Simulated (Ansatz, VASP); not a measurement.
# One calculation of Hf, two programs

```
Hf
1.0
    -1.86091    1.86091    1.86091
     1.86091   -1.86091    1.86091
     1.86091    1.86091   -1.86091
Hf
1
Direct
  0.00000 0.00000 0.00000
```

Alike in both runs: task single point; functional RPBE; k mesh 14 × 14 × 14; occupations fermi-dirac, width 0.1 eV; no spin polarisation.

|  | VASP | Ansatz |
| --- | --- | --- |
| version | VASP 6.6.1 | Ansatz 0.2.0 |
| potentials or method | VASP PAW PBE potentials, release 64 (Hf_pv), cutoff 520 eV | plane waves (420 eV) with PAW, scalar-relativistic |
| valence electrons in the cell | 10 | 26 |

Ansatz gave:

```
pressure (GPa) : -8.8
```

Task: What did VASP give for the same quantities?

Result: Pressure (GPa): -9.2.

VASP's potentials were made for PBE, not for RPBE. With one functional, cell and mesh, what is left measures potentials, basis and numerics. VASP's potentials hold 10 valence electrons a cell and Ansatz's 26, so a difference there can come from the potentials and not from the codes.

Spin-orbit coupling is off throughout.
